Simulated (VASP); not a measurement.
**CdRe2: single point with PBE**

The system is CdRe2.

```xyz
6
Lattice="0.0000 3.7412 3.7412 3.7412 0.0000 3.7412 3.7412 3.7412 0.0000" Properties=species:S:1:pos:R:3 pbc="T T T"
Cd    3.7412    3.7412    3.7412
Cd    5.6118    5.6118    5.6118
Re    0.9353    0.9353    0.9353
Re    0.9353    2.8059    2.8059
Re    2.8059    2.8059    0.9353
Re    2.8059    0.9353    2.8059
```

The cell was generated, and may not be a known phase.

```json
{
 "Program": "VASP 6.6.1",
 "Task": "single point",
 "Functional": "PBE",
 "Potentials or basis": "VASP PAW PBE potentials, release 64 (Cd, Re)",
 "Cutoff": "520 eV",
 "k mesh": "10 × 10 × 10",
 "Occupations": "gaussian, width 0.1 eV",
 "Spin": "no spin polarisation",
 "Dipole correction": "no",
 "Further INCAR settings": "ALGO = Fast; EDIFF = 1e-07; NBANDS = 35"
}
```

| Property | Result |
| --- | --- |
| Pressure | -0.1 GPa |
| Band gap on the k mesh | zero (bands 26 and 27 overlap by 1.77 eV) |

Levels at points of the mesh, in eV from the Fermi level:
```
           k point  band 24  band 25  band 26  band 27  band 28  band 29
(0.00, 0.00, 0.00)     0.96     1.05     1.05     1.05     1.13     1.13
(0.50, 0.00, 0.00)    -1.57    -0.96    -0.96     0.79     1.10     1.10
(0.50, 0.50, 0.00)    -1.61    -1.08    -1.08    -0.72    -0.72     1.13
```

Run time: 5.2 min on 1 thread of Intel(R) Xeon(R) Platinum 8259CL CPU @ 2.50GHz (Skylake/Cascade Lake) (shared host), peak memory 0.31 GiB.

Caveat: spin-orbit coupling is left out, which moves the levels of the heavy elements.
